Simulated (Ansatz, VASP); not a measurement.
# One calculation of Al, two programs

File INCAR:

```
  ALGO = Normal
  EDIFF = 1E-7
  ENCUT = 520
  GGA = PE
  ISIF = 2
  ISMEAR = 0
  IVDW = 12
  LASPH = T
  LCHARG = T
  LELF = T
  LREAL = F
  LVHAR = T
  LWAVE = F
  NBANDS = 14
  NELM = 100
  PREC = Accurate
  SIGMA = 0.15
```

File KPOINTS:

```
k-points
0
Gamma
  18 18 6
```

POSCAR

```
Al
1.0
    2.7022751134      0.0000000000      0.0000000000
   -1.3511375567      2.3402388962      0.0000000000
    0.0000000000      0.0000000000      9.4225630931
Al
4
Direct
    0.0000000000      0.0000000000      0.0000000000
    0.3333333333      0.6666666667      0.2500000000
    0.0000000000      0.0000000000      0.5000000000
    0.6666666667      0.3333333333      0.7500000000
```

Input for Ansatz:

```yaml
crystal:
  lattice:
    - [2.7022751134, 0.0, 0.0]
    - [-1.3511375567, 2.3402388962, 0.0]
    - [0.0, 0.0, 9.4225630931]
  atoms:
    - { symbol: Al, position: [0.0, 0.0, 0.0] }
    - { symbol: Al, position: [0.3333333333, 0.6666666667, 0.25] }
    - { symbol: Al, position: [0.0, 0.0, 0.5] }
    - { symbol: Al, position: [0.6666666667, 0.3333333333, 0.75] }
basis:
  ecutwfc: 420
kpoints:
  mp_grid: { grid: [18, 18, 6] }
hamiltonian:
  xc: pbe
  pseudopotentials: { kind: paw, azcp: { folder: soft_1 } }
  dispersion: d3bj
scf:
  occupations: { method: gaussian, width: 0.15 }
output:
  forces: true
  stress: true
  eigenvalues: true
```

Alike in both runs: task single point; functional PBE; dispersion D3(BJ); k mesh 18 × 18 × 6; occupations gaussian, width 0.15 eV; no spin polarisation.

```csv
,VASP,Ansatz
version,VASP 6.6.1,Ansatz 0.2.0
potentials or method,"VASP PAW PBE potentials, release 64 (Al), cutoff 520 eV","scalar-relativistic, plane waves, PAW"
valence electrons in the cell,12,12
```

```csv
,VASP,Ansatz,Ansatz less VASP
gap on the k mesh at the Fermi level (eV),none,none,-
pressure (GPa),6.7,6.7,0.00
"traceless stress, the component that is largest in VASP (GPa)",-4.75,-4.75,-0.002
```

A gap of «none» marks a metal or a gap that the smearing closes.
